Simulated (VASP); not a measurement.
# Ta6F in VASP: single point with LDA

Aim: the single point of Ta6F with LDA.

Program: VASP 6.6.1. These are calculated values, not measurements. Logs are shortened: lines on timing, memory, paths and dates and some standing lists are left out, and cuts for length are marked.

## 1. The cell of the first run

The cell holds a slab with vacuum, 7 atoms: a = 4.600 Å, b = 4.600 Å, c = 21.402 Å, α = 90.00°, β = 90.00°, γ = 120.00°.

## 2. Single point, LDA, collinear spin

INCAR

```
SYSTEM = Ta6F
PREC = Accurate ; ENCUT = 520
EDIFF = 1E-6 ; ISMEAR = 0
SIGMA = 0.1 ; LREAL = .FALSE.
LASPH = .TRUE. ; NELM = 150
ALGO = Normal ; ISIF = 2
LWAVE = .FALSE. ; LCHARG = .FALSE.
ISPIN = 2 ; MAGMOM = 0 0 0 0 0 0 1
LORBIT = 11 ; LMAXMIX = 4
LDIPOL = .TRUE. ; IDIPOL = 3
DIPOL = 0.5 0.5 0.319 ; GGA = CA
NBANDS = 50
```

KPOINTS

```
regular mesh
0
G
  6 6 1
  0 0 0
```

POSCAR

```
Ta6F
1.0
    4.6002247516      0.0000000000      0.0000000000
   -2.3001123758      3.9839114980      0.0000000000
    0.0000000000      0.0000000000     21.4017722141
Ta F
6 1
Direct
    0.6666666667      0.3333333333      0.1869004099
    0.3333333333      0.6666666667      0.2307760729
    0.0000000000      0.0000000000      0.2746517360
    0.6666666667      0.3333333333      0.3157775353
    0.3333333333      0.6666666667      0.3543568624
    0.0000000000      0.0000000000      0.3925736677
    0.2222222222     -0.2222222222      0.4799496094
```

Potentials or basis: VASP PAW LDA potentials, release 64 (Ta_pv, F).

Launch:

```bash
$ cat potpaw_LDA.64/Ta_pv/POTCAR potpaw_LDA.64/F/POTCAR > POTCAR
$ mpirun -np 1 vasp_std > vasp.out
```

OUTCAR:

```text
SYSTEM = Ta6F
   PREC = Accurate
   ENCUT = 520
   EDIFF = 1E-6
   ISMEAR = 0
   LREAL = .FALSE.
   LASPH = .TRUE.
   NELM = 150
   ISIF = 2
   ISPIN = 2
   LORBIT = 11
   GGA = CA

 ion  position               nearest neighbor table
   1  0.667  0.333  0.187-   4 2.76   2 2.82   2 2.82   2 2.82   3 3.25   3 3.25   3 3.25
   2  0.333  0.667  0.231-   5 2.64   1 2.82   1 2.82   3 2.82   1 2.82   3 2.82   3 2.82   4 3.22
                             4 3.22   4 3.22
   3  0.000  0.000  0.275-   6 2.52   4 2.80   4 2.80   4 2.80   2 2.82   2 2.82   2 2.82   5 3.16
                             5 3.16   5 3.16   1 3.25   1 3.25   1 3.25
   4  0.667  0.333  0.316-   1 2.76   5 2.78   5 2.78   5 2.78   3 2.80   3 2.80   3 2.80   6 3.12
                             6 3.12   6 3.12   2 3.22   2 3.22   2 3.22
   5  0.333  0.667  0.354-   2 2.64   6 2.78   6 2.78   6 2.78   4 2.78   4 2.78   4 2.78   3 3.16
                             3 3.16   3 3.16
   6  0.000  0.000  0.393-   3 2.52   7 2.58   5 2.78   5 2.78   5 2.78   4 3.12   4 3.12   4 3.12

   7  0.222  0.778  0.480-   6 2.58

  LATTYP: Found a hexagonal cell.
 ALAT       =     4.6002247516
 C/A-ratio  =     4.6523318685

  Lattice vectors:

 A1 = (   4.6002247516,   0.0000000000,   0.0000000000)
 A2 = (  -2.3001123758,   3.9839114980,   0.0000000000)
 A3 = (   0.0000000000,   0.0000000000,  21.4017722141)

Analysis of symmetry for initial positions (statically):
=====================================================================
 Subroutine PRICEL returns:
 Original cell was already a primitive cell.

 Routine SETGRP: Setting up the symmetry group for a
 hexagonal supercell.

 Subroutine GETGRP returns: Found  2 space group operations
 (whereof  2 operations were pure point group operations)
 out of a pool of 24 trial point group operations.

The static configuration has the point symmetry C_1h.

Analysis of symmetry for dynamics (positions and initial velocities):
=====================================================================
 Subroutine PRICEL returns:
 Original cell was already a primitive cell.

 Routine SETGRP: Setting up the symmetry group for a
 hexagonal supercell.

 Subroutine GETGRP returns: Found  2 space group operations
 (whereof  2 operations were pure point group operations)
 out of a pool of 24 trial point group operations.

The dynamic configuration has the point symmetry C_1h.

Analysis of structural, dynamic, and magnetic symmetry:
=====================================================================
 Subroutine PRICEL returns:
 Original cell was already a primitive cell.

 Routine SETGRP: Setting up the symmetry group for a
 hexagonal supercell.

 Subroutine GETGRP returns: Found  2 space group operations
 (whereof  2 operations were pure point group operations)
 out of a pool of 24 trial point group operations.

The overall configuration has the point symmetry C_1h.

 Subroutine INISYM returns: Found  2 space group operations
 (whereof  2 operations are pure point group operations),
 and found     1 'primitive' translations

----------------------------------------------------------------------------------------

                                     Primitive cell

  volume of cell :     392.2279

  direct lattice vectors                    reciprocal lattice vectors
     4.600224752  0.000000000  0.000000000     0.217380683  0.125504796  0.000000000
    -2.300112376  3.983911498  0.000000000     0.000000000  0.251009592  0.000000000
     0.000000000  0.000000000 21.401772214     0.000000000  0.000000000  0.046725102

  length of vectors
     4.600224752  4.600224752 21.401772214     0.251009592  0.251009592  0.046725102

  position of ions in fractional coordinates (direct lattice)
     0.666666667  0.333333333  0.186900410
     0.333333333  0.666666667  0.230776073
     0.000000000  0.000000000  0.274651736
     0.666666667  0.333333333  0.315777535
     0.333333333  0.666666667  0.354356862
     0.000000000  0.000000000  0.392573668
     0.222222222  0.777777778  0.479949609
[... 56 lines left out ...]
   dimension x,y,z NGXF=    72 NGYF=   72 NGZF=  320
   ions per type =               6   1
   NGX,Y,Z   is equivalent  to a cutoff of  13.01, 13.01, 12.43 a.u.
   NGXF,Y,Z  is equivalent  to a cutoff of  26.02, 26.02, 24.86 a.u.
 SYSTEM =  Ta6F
   PREC   = accura    normal or accurate (medium, high low for compatibility)
   ISTART =      0    job   : 0-new  1-cont  2-samecut
   ICHARG =      2    charge: 1-file 2-atom 10-const
   ISPIN  =      2    spin polarized calculation?
   LNONCOLLINEAR =      F non collinear calculations
   LSORBIT =      F    spin-orbit coupling
   LASPH  =      T    aspherical Exc in radial PAW
   ENCUT  =  520.0 eV  38.22 Ry    6.18 a.u.   8.55  8.55 39.79*2*pi/ulx,y,z
   NELM   =    150;   NELMIN=  2; NELMDL= -5     # of ELM steps
   EDIFF  = 0.1E-05   stopping-criterion for ELM
   LREAL  =      F    real-space projection
   EDIFFG = 0.1E-04   stopping-criterion for IOM
   NSW    =      0    number of steps for IOM
   IBRION =     -1    ionic relax: 0-MD 1-quasi-New 2-CG
   NFREE  =      0    steps in history (QN), initial steepest desc. (CG)
   ISIF   =      2    stress and relaxation
   ISYM   =      2    0-nonsym 1-usesym 2-fastsym
   POTIM  = 0.5000    time-step for ionic-motion
   TEBEG  =    0.0;   TEEND  =   0.0 temperature during run
   PSTRESS=    0.0 pullay stress
   NELECT =      73.0000    total number of electrons
   NUPDOWN=      -1.0000    fix difference up-down
   EMIN   =  10.00;   EMAX   =-10.00  energy-range for DOS
   EFERMI =   0.00;   METHOD = LEGACY
   ISMEAR =     0;   SIGMA  =   0.10  broadening in eV -4-tet -1-fermi 0-gaus
   EFERMI_NEDOS =   21; number of points for ismear=-14 and -15
   IALGO  =     38    algorithm
   IMIX   =      4    mixing-type and parameters
     AMIX     =   0.40;   BMIX     =  1.00
     AMIX_MAG =   1.60;   BMIX_MAG =  1.00
  volume/ion in A,a.u.               =      56.03       378.13
  Fermi-wavevector in a.u.,A,eV,Ry     =   0.934694  1.766316 11.886778  0.873654
  Thomas-Fermi vector in A             =   2.061525
   LORBIT       =     11    0 simple, 1 ext, 2 COOP (PROOUT), +10 PAW based schemes
   GGA     = CA    functional components
   LHFCALC =     F    Hartree Fock is set to
   AEXX    =    0.0000 exact exchange contribution
   IVDW    =     0    specifies the selected vdW correction
   LEPSILON=     F    determine dielectric tensor
   LRPA    =     F    only Hartree local field effects (RPA)
 spin polarized calculation
 Gauss-broadening in eV      SIGMA  =   0.10
  energy-cutoff  :      520.00
  volume of cell :      392.23
 maximum number of plane-waves:     10669
 NGX is ok and might be reduce to    36
   NGX = 17   NGY = 17   NGZ = 79

 dipolmoment           0.000000      0.000000     -0.813019 electrons x Angstroem

 number of electron      73.0000017 magnetization       0.0003184

 dipolmoment           0.000000      0.000000      0.401946 electrons x Angstroem

 Free energy of the ion-electron system (eV)
  ---------------------------------------------------
  ext. energy  EPLUGINS =         0.00000000
  ---------------------------------------------------
  free energy    TOTEN  =       -74.75642282 eV

  energy without entropy =      -74.70844324  energy(sigma->0) =      -74.73243303

 E-fermi :  -2.3993     XC(G=0):  -4.7507

 val. band max:       -2.4168484794   @ k =   0.5000   0.0000   0.0000
 cond. band min:      -2.3690711645   @ k =   0.1667   0.1667   0.0000
 fundamental gap:      0.0477773148
 Fermi energy:        -2.3993377736

 spin component 1

 k-point     1 :       0.0000    0.0000    0.0000
  band No.  band energies     occupation
      1     -36.9715      1.00000
      2     -36.7975      1.00000
      3     -36.6021      1.00000
      4     -36.5904      1.00000
      5     -36.5480      1.00000
      6     -36.5434      1.00000
[... 652 lines left out ...]
     47       0.3752      0.00000
     48       0.7856      0.00000
 Fermi energy:        -2.3993377736

 spin component 2

 k-point     1 :       0.0000    0.0000    0.0000
  band No.  band energies     occupation
      1     -36.9715      1.00000
      2     -36.7975      1.00000
      3     -36.6021      1.00000
      4     -36.5904      1.00000
      5     -36.5479      1.00000
      6     -36.5434      1.00000
[... 652 lines left out ...]
     47       0.3752      0.00000
     48       0.7856      0.00000
 [bands above 48 left out]

------------------------ aborting loop because EDIFF is reached ----------------------------------------

 vacuum level on the upper side and lower side of the slab       (xc-potential included)         1.803        -2.102

  FORCE on cell =-STRESS in cart. coord.  units (eV):
  Direction    XX          YY          ZZ          XY          YZ          ZX
  --------------------------------------------------------------------------------------
  -------------------------------------------------------------------------------------
  Total       -6.7348241     -5.5247361     -7.3783723      1.0479670      0.5662606     -0.9807923
  in kB      -27.5104930    -22.5675103    -30.1392663      4.2807486      2.3130684     -4.0063526
  external PRESSURE =     -26.7390898 kB  Pullay stress =       0.0000000 kB

 VOLUME and BASIS-vectors are now :
 -----------------------------------------------------------------------------
  energy-cutoff  :      520.00
  volume of cell :      392.23
      direct lattice vectors                 reciprocal lattice vectors
     4.600224752  0.000000000  0.000000000     0.217380683  0.125504796  0.000000000
    -2.300112376  3.983911498  0.000000000     0.000000000  0.251009592  0.000000000
     0.000000000  0.000000000 21.401772214     0.000000000  0.000000000  0.046725102

 POSITION                                       TOTAL-FORCE (eV/Angst)
 -----------------------------------------------------------------------------------
      2.30011      1.32797      4.00000         0.011009     -0.006356      2.147975
     -0.00000      2.65594      4.93902        -0.016959      0.009791     -0.668855
      0.00000      0.00000      5.87803        -0.021978      0.012689     -2.468176
      2.30011      1.32797      6.75820        -0.143197      0.082675     -0.245273
     -0.00000      2.65594      7.58386        -0.309989      0.178972      1.443275
      0.00000      0.00000      8.40177         1.302318     -0.751894      2.819557
     -0.76670      3.09860     10.27177        -0.821204      0.474122     -3.028504
 -----------------------------------------------------------------------------------
    total drift:                                0.000202     -0.000117     -0.001497

  FREE ENERGIE OF THE ION-ELECTRON SYSTEM (eV)
  ---------------------------------------------------
  free  energy   TOTEN  =       -74.7564228200 eV

  energy  without entropy=      -74.7084432394  energy(sigma->0) =      -74.73243303

 vacuum level on the upper side and lower side of the slab         5.176         1.195

 total charge

# of ion       s       p       d       tot
------------------------------------------
    1        0.395   6.012   2.425   8.833
    2        0.401   6.109   2.567   9.076
    3        0.391   6.175   2.507   9.072
    4        0.381   6.185   2.452   9.018
    5        0.397   6.135   2.544   9.077
    6        0.399   6.055   2.418   8.873
    7        1.734   4.204   0.000   5.938
--------------------------------------------------
tot          4.098  40.875  14.913  59.886

 magnetization (x)

# of ion       s       p       d       tot
------------------------------------------
    1        0.000   0.000   0.000   0.000
    2        0.000   0.000   0.000   0.000
    3       -0.000  -0.000  -0.000  -0.000
    4       -0.000   0.000   0.000   0.000
    5        0.000   0.000  -0.000  -0.000
    6       -0.000  -0.000  -0.000  -0.000
    7        0.000   0.000   0.000   0.000
--------------------------------------------------
tot          0.000   0.000   0.000   0.000
```

Run time: 17 min. Hardware: 1 thread of Oxide Virtual Turin-like, shared host; peak memory 0.6 GiB.

Results:

| Item | Value |
| --- | --- |
| Free energy | -74.7564 eV |
| Largest force | 3.196 eV/Å |
| Net moment | 0.00 μB per cell |
| Valence electrons inside the program's atomic spheres | Ta 8.83, 9.08, 9.07, 9.02, 8.87 (each value once); F 5.94 |

Forces in eV/Å, atoms in the order of the input:
```
Ta   0.011 -0.006  2.148
Ta  -0.017  0.010 -0.669
Ta  -0.022  0.013 -2.468
Ta  -0.143  0.083 -0.245
Ta  -0.310  0.179  1.443
Ta   1.302 -0.752  2.820
F   -0.821  0.474 -3.029
```

Levels at points of the mesh, in eV from the Fermi level:
Spin up:
```
           k point  band 33  band 34  band 35  band 36  band 37  band 38  band 39  band 40  band 41  band 42
(0.00, 0.00, 0.00)    -0.90    -0.76    -0.72    -0.27    -0.22     0.26     0.32     0.33     1.13     2.48
(0.50, 0.00, 0.00)    -1.12    -0.92    -0.81    -0.24    -0.02     0.47     0.66     1.16     1.27     1.50
(0.50, 0.50, 0.00)    -1.26    -0.94    -0.81    -0.25    -0.11     0.47     0.65     1.23     1.37     1.62
```
Spin down:
| k point | band 33 | band 34 | band 35 | band 36 | band 37 | band 38 | band 39 | band 40 | band 41 | band 42 |
| --- | --- | --- | --- | --- | --- | --- | --- | --- | --- | --- |
| (0.00, 0.00, 0.00) | -0.90 | -0.76 | -0.72 | -0.27 | -0.22 | 0.26 | 0.32 | 0.33 | 1.13 | 2.48 |
| (0.50, 0.00, 0.00) | -1.12 | -0.92 | -0.81 | -0.24 | -0.02 | 0.47 | 0.66 | 1.16 | 1.27 | 1.50 |
| (0.50, 0.50, 0.00) | -1.26 | -0.94 | -0.81 | -0.25 | -0.11 | 0.47 | 0.65 | 1.23 | 1.37 | 1.62 |

Caveat: spin-orbit coupling is left out, which moves the levels of the heavy elements.
